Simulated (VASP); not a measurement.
A run of VASP 6.6.1 is set up as follows.

Contents of INCAR:

```
SYSTEM = Au
ALGO = Normal ; EDIFF = 1E-6
ENCUT = 520 ; GGA = RP
ISIF = 2 ; ISMEAR = -1
LASPH = .True. ; LCHARG = .True.
LELF = .True. ; LREAL = .False.
LVHAR = .True. ; LWAVE = .False.
NBANDS = 18 ; NELM = 80
PREC = Accurate ; SIGMA = 0.1
```

Contents of KPOINTS:

```
k-points
0
Gamma
  14 14 7
  0 0 0
```

POSCAR

```
Au
1.0
    3.0195300014      0.0000000000      0.0000000000
   -1.5097650007      2.6149896887      0.0000000000
    0.0000000000      0.0000000000      5.0672526073
Au
2
Direct
    0.3333333333      0.6666666667      0.2500000000
    0.6666666667      0.3333333333      0.7500000000
```

Potentials or basis: VASP PAW PBE potentials, release 64 (Au).

The run is started by

```bash
$ cat potpaw_PBE.64/Au/POTCAR > POTCAR
$ mpirun -np 1 vasp_std > vasp.out
```

**Question.** Predict the band gap on the k mesh.

**Answer.** Zero (bands 11 and 12 overlap by 5.23 eV).

**Question.** Estimate the pressure.

**Answer.** -7.2 GPa.

Caveat: the cell stands under tension; the PAW data sets were made with another functional, which shifts forces and pressure a little; spin-orbit coupling is left out, which moves the levels of the heavy elements.
